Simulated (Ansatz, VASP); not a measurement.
I: VASP beside Ansatz

The input INCAR:

```
PREC = Accurate
ENCUT = 500
EDIFF = 1E-6
ISMEAR = 0
SIGMA = 0.01
LREAL = False
LASPH = True
NELM = 120
ALGO = Normal
ISIF = 2
LWAVE = False
LCHARG = True
GGA = LIBXC
LIBXC1 = GGA_X_PBE_SOL
LIBXC2 = GGA_C_PBE
LELF = True
LVHAR = True
NBANDS = 22
GGA_COMPAT = False
```

Contents of KPOINTS:

```
Automatic mesh
0
Gamma
  2 2 1
```

POSCAR

```
I
1.0
    3.5816400000     -2.3839400000     -0.0394600000
    3.6026700000      2.4158600000      0.0446400000
    0.0069700000      0.1719600000      9.8109500000
I
4
Direct
    0.8604700000      0.1571700000      0.8765000000
    0.3319700000      0.6566800000      0.6163200000
    0.1249800000      0.8624100000      0.1138700000
    0.6683700000      0.3412000000      0.3865000000
```

Input for Ansatz:

```yaml
crystal:
  lattice:
    - [3.58164, -2.38394, -0.03946]
    - [3.60267, 2.41586, 0.04464]
    - [0.00697, 0.17196, 9.81095]
  atoms:
    - { symbol: I, position: [0.86047, 0.15717, 0.8765] }
    - { symbol: I, position: [0.33197, 0.65668, 0.61632] }
    - { symbol: I, position: [0.12498, 0.86241, 0.11387] }
    - { symbol: I, position: [0.66837, 0.3412, 0.3865] }
accuracy: low
kpoints:
  mp_grid:
    grid: [2, 2, 1]
hamiltonian:
  xc:
    exchange: pbesol
    correlation: pbe
  pseudopotentials:
    kind: nc
scf:
  n_extra_bands: 4
  convergence:
    dr2_threshold: 1.0e-05
  occupations:
    method: fixed
output:
  write_density: true
  write_potential: true
  volumetric_format: npy
  elf: true
  dos:
    de: 0.2
    nscf_kmesh:
      kspacing: 0.24
  eigenvalues: true
```

Alike in both runs: task single point; functional pbesol exchange, pbe correlation; k mesh 2 × 2 × 1; no spin polarisation.

|  | VASP | Ansatz |
| --- | --- | --- |
| version | VASP 6.6.1 | Ansatz 0.2.0 |
| potentials or method | VASP PAW PBE potentials, release 64 (I) | plane waves, norm-conserving potentials |
| plane-wave cutoff (eV) | 500 | 952 |
| occupations | gaussian, width 0.01 eV | fixed |
| valence electrons in the cell | 28 | 28 |

Ansatz gave:

| Item | Value |
| --- | --- |
| gap on the k mesh at the Fermi level (eV) | 0.94 |

Task: Which values does VASP return?

Result: gap on the k mesh at the Fermi level (eV): 0.97.

VASP's potentials were made for PBE, not for pbesol exchange, pbe correlation.

The k mesh is coarse, so the values compare programs but aren't converged. Spin-orbit coupling is off throughout.
